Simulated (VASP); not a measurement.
Wanted: the native input for a VASP 6.6.1 run.

| Quantity | Value |
| --- | --- |
| Task | relaxation of cell and atoms |
| Functional | PBE |
| Potentials or basis | VASP PAW PBE potentials, release 64 (Al, Si, N, O) |
| Cutoff | 600 eV |
| k mesh | 4 × 4 × 4 |
| Occupations | gaussian, width 0.1 eV |
| Spin | collinear spin, ferromagnetic start |
| Starting moments | [0.0, 0.0, 0.0, 0.0, 1.0, 1.0] μB |
| Dipole correction | no |
| Further INCAR settings | ALGO = Normal; EDIFF = 1e-06; IBRION = 2; EDIFFG = -0.04; NSW = 90; ISIF = 3 |

The structure of Al3SiNO lies in POSCAR:

```
Al3SiNO
1.0
    4.8097241000      0.0000000000      0.0000000000
    0.0000000000      3.9209335100      0.0000000000
   -2.3511994100      0.0000000000      4.3163781000
Al Si N O
3 1 1 1
Direct
    0.3262700100      0.0000000000      0.6517660000
    0.6737299900      0.0000000000      0.3482340000
    0.5000000000      0.5000000000      0.5000000000
    0.5000000000      0.5000000000      0.0000000000
    0.0000000000      0.0000000000      0.0000000000
    0.0000000000      0.5000000000      0.5000000000
```

These files were run (other wordings do the same):

INCAR

```
SYSTEM = Al3SiNO
  PREC = Accurate
  ENCUT = 600
  EDIFF = 1E-6
  ISMEAR = 0
  SIGMA = 0.1
  LREAL = .FALSE.
  LASPH = .TRUE.
  NELM = 150
  ALGO = Normal
  ISIF = 3
  LWAVE = .FALSE.
  LCHARG = .FALSE.
  ISPIN = 2
  MAGMOM = 0 0 0 0 1 1
  LORBIT = 11
  GGA = PE
  IBRION = 2
  NSW = 90
  EDIFFG = -0.04
```

KPOINTS

```
regular mesh
0
G
  4 4 4
  0 0 0
```

Potentials or basis: VASP PAW PBE potentials, release 64 (Al, Si, N, O).

Run with:

```sh
$ cat potpaw_PBE.64/Al/POTCAR potpaw_PBE.64/Si/POTCAR potpaw_PBE.64/N/POTCAR potpaw_PBE.64/O/POTCAR > POTCAR
$ mpirun -np 1 vasp_std > vasp.out
```

Results of the run:

```yaml
Relaxed_volume: 14.46 Å³/atom
Relaxed_cell: a = 3.365 Å, b = 4.965 Å, c = 5.191 Å, α = 90.00°, β = 89.82°, γ = 90.00°
Space_group_after_relaxing_to_0.05_Å: P2/m (No. 10)
Energy_gained_by_relaxing: 1067.6 meV/atom
Ionic_steps: 29
Pressure_after_relaxing: -0.2 GPa
Largest_force_after_relaxing: 0.018 eV/Å
Band_gap_on_the_k_mesh: zero (filled and empty bands overlap)
Net_moment: 0.00 μB per cell
Valence_electrons_inside_the_program's_atomic_spheres: Al 0.74, 0.82; Si 1.60; N 3.60; O 5.17
```

Caveat: the k points lie up to 0.47 Å⁻¹ apart in the final cell.

Wall time 49 min on 1 thread of Oxide Virtual Turin-like Processor (shared host), peak memory 0.29 GiB.
